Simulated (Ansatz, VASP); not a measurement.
**One calculation of AlN, two programs**

```xyz
2
Lattice="-0.0712 1.9637 1.9637 1.9637 -0.0712 1.9637 2.0349 2.0349 -0.1424" Properties=species:S:1:pos:R:3 pbc="T T T"
Al    1.9637    1.9637    1.8925
N     0.0000    0.0000    0.0000
```

Change from the starting cell: engineering shear strain xz -0.0700, engineering shear strain yz -0.0700.

Alike in both runs: task single point; functional PBE; k mesh 10 × 10 × 10; occupations gaussian, width 0.05 eV; no spin polarisation.

|  | VASP | Ansatz |
| --- | --- | --- |
| version | VASP 6.6.1 | Ansatz 0.2.0 |
| potentials or method | VASP PAW PBE potentials, release 64 (Al, N), cutoff 520 eV | scalar-relativistic, plane waves, PAW |
| valence electrons in the cell | 8 | 8 |

Ansatz gave:

* gap on the k mesh at the Fermi level (eV): 3.01
* least direct gap on the mesh (eV): 4.39
* pressure (GPa): 1.2
* traceless stress, the component that is largest in VASP (GPa): 21.37

Estimate VASP's values.

gap on the k mesh at the Fermi level (eV): 3.00; least direct gap on the mesh (eV): 4.40; pressure (GPa): 1.1; traceless stress, the component that is largest in VASP (GPa): 21.38.
